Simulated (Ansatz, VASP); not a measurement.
**Lu in VASP and in Ansatz**

Contents of INCAR:

```
PREC     = Accurate       # precision mode
ENCUT    = 520            # plane-wave cutoff, eV
EDIFF    = 1E-6           # SCF threshold, eV
ISMEAR   = -1             # smearing method
SIGMA    = 0.05           # smearing width, eV
LREAL    = F              # projectors in reciprocal space
LASPH    = T              # aspherical terms in the spheres
NELM     = 80             # most SCF steps
ALGO     = Normal         # electronic algorithm
ISIF     = 2              # what is computed and relaxed
LWAVE    = F              # write WAVECAR
LCHARG   = T              # write CHGCAR
GGA      = PS             # functional
LELF     = T              # ELF
LVHAR    = T            
NBANDS   = 18             # bands
```

File KPOINTS:

```
Automatic mesh
0
Gamma
  16 16 16
```

The input POSCAR:

```
Lu
1.0
   -1.5931377317      1.5931377317      1.5931377317
    1.5931377317     -1.5931377317      1.5931377317
    1.5931377317      1.5931377317     -1.5931377317
Lu
1
Direct
    0.0000000000      0.0000000000      0.0000000000
```

Input for Ansatz:

```yaml
crystal:
  lattice:
    - [-1.5931377317, 1.5931377317, 1.5931377317]
    - [1.5931377317, -1.5931377317, 1.5931377317]
    - [1.5931377317, 1.5931377317, -1.5931377317]
  atoms:
    - { symbol: Lu, position: [0.0, 0.0, 0.0] }
kpoints:
  mp_grid: { grid: [16, 16, 16] }
scf:
  occupations: { method: fermi_dirac, width: 0.05 }
hamiltonian:
  xc: pbesol
  pseudopotentials: { kind: paw }
output:
  forces: true
  stress: true
  eigenvalues: true
  populations: true
```

Change from the starting cell: volume scaled by 0.58, PAW files.

Alike in both runs: task single point; functional PBEsol; k mesh 16 × 16 × 16; occupations fermi-dirac, width 0.05 eV; no spin polarisation.

|  | VASP | Ansatz |
| --- | --- | --- |
| version | VASP 6.6.1 | Ansatz 0.2.0 |
| potentials or method | VASP PAW PBE potentials, release 64 (Lu) | PAW with Ansatz's default frozen-core files, scalar-relativistic |
| plane-wave cutoff (eV) | 520 | 420 |
| valence electrons in the cell | 25 | 25 |

```csv
,VASP,Ansatz,Ansatz less VASP
pressure (GPa),61.5,60.0,-1.54
```

VASP's potentials were made for PBE, not for PBEsol. Both programs put the cell under a high pressure, so it lies far from rest at this level. With one functional, cell and mesh, what is left measures potentials, basis and numerics.

Neither program's run includes spin-orbit coupling. Noted on VASP's run: the cell as given lies far from equilibrium.
